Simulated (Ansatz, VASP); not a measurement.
## One calculation of C, two programs

POSCAR

```
C
1.0
    1.7801417073     -1.7801417073      0.0000000000
    1.7801417073      0.0000000000     -1.7801417073
    7.5535795312      7.5535795312      7.5535795312
C
12
Direct
    0.6666666667      0.6666666667      0.2553391003
    0.0000000000      0.0000000000      0.0982266832
    0.3333333333      0.3333333333      0.4124515175
    0.6666666667      0.6666666667      0.7266763518
    1.0000000000      1.0000000000      0.5695639346
    0.3333333333      0.3333333333      0.8837887689
    0.6666666667      0.6666666667      0.3731734132
    1.0000000000      1.0000000000      0.2160609961
    0.3333333333      0.3333333333      0.5302858303
    0.6666666667      0.6666666667      0.8445106646
    0.0000000000      0.0000000000      0.6873982475
    0.3333333333      0.3333333333      0.0589485789
```

Contents of INCAR.step1:

```
PREC = Accurate
ENCUT = 520
ISMEAR = 0
SIGMA = 0.05
LREAL = False
LASPH = True
NELM = 100
NBANDS = 36
GGA = PE
ALGO = Normal
EDIFF = 1E-4
LWAVE = True
LCHARG = False
```

File INCAR.step2:

```
PREC = Accurate
ENCUT = 520
EDIFF = 1E-6
ISMEAR = 0
SIGMA = 0.05
LREAL = False
LASPH = True
NELM = 100
ALGO = Normal
ISIF = 2
LWAVE = False
LCHARG = False
METAGGA = R2SCAN
LMIXTAU = True
NBANDS = 36
ISTART = 1
```

File KPOINTS:

```
regular mesh
0
Gamma
  10 10 2
```

Input for Ansatz:

```yaml
crystal:
  lattice:
    - [1.7801417073, -1.7801417073, 0.0]
    - [1.7801417073, 0.0, -1.7801417073]
    - [7.5535795312, 7.5535795312, 7.5535795312]
  atoms:
    - { symbol: C, position: [0.6666666667, 0.6666666667, 0.2553391003] }
    - { symbol: C, position: [0.0, 0.0, 0.0982266832] }
    - { symbol: C, position: [0.3333333333, 0.3333333333, 0.4124515175] }
    - { symbol: C, position: [0.6666666667, 0.6666666667, 0.7266763518] }
    - { symbol: C, position: [1.0, 1.0, 0.5695639346] }
    - { symbol: C, position: [0.3333333333, 0.3333333333, 0.8837887689] }
    - { symbol: C, position: [0.6666666667, 0.6666666667, 0.3731734132] }
    - { symbol: C, position: [1.0, 1.0, 0.2160609961] }
    - { symbol: C, position: [0.3333333333, 0.3333333333, 0.5302858303] }
    - { symbol: C, position: [0.6666666667, 0.6666666667, 0.8445106646] }
    - { symbol: C, position: [0.0, 0.0, 0.6873982475] }
    - { symbol: C, position: [0.3333333333, 0.3333333333, 0.0589485789] }
basis:
  ecutwfc: 500
kpoints:
  mp_grid: { grid: [10, 10, 2] }
hamiltonian:
  xc: r2scan
scf:
  occupations: { method: gaussian, width: 0.05 }
output:
  forces: true
  stress: true
  eigenvalues: true
```

Alike in both runs: task single point; functional r2SCAN; k mesh 10 × 10 × 2; occupations gaussian, width 0.05 eV; no spin polarisation.

|  | VASP | Ansatz |
| --- | --- | --- |
| version | VASP 6.6.1 | Ansatz 0.2.0 |
| potentials or method | VASP PAW PBE potentials, release 64 (C), cutoff 520 eV | scalar-relativistic, plane waves, PAW |
| valence electrons in the cell | 48 | 48 |

```tsv
	VASP	Ansatz	Ansatz less VASP
gap on the k mesh at the Fermi level (eV)	2.14	2.16	+0.020
least direct gap on the mesh (eV)	2.78	2.80	+0.023
pressure (GPa)	-7.1	-8.1	-1.03
traceless stress, the component that is largest in VASP (GPa)	-6.40	-6.38	+0.026
rms of the force components (eV/Å)	0.731	0.729	-0.0021
```

VASP's potentials were made for PBE, not for r2SCAN. Atom by atom the forces differ by 0.011 eV/Å (rms over components). The functional is the same, so the differences come from potentials, cutoffs and numerics.
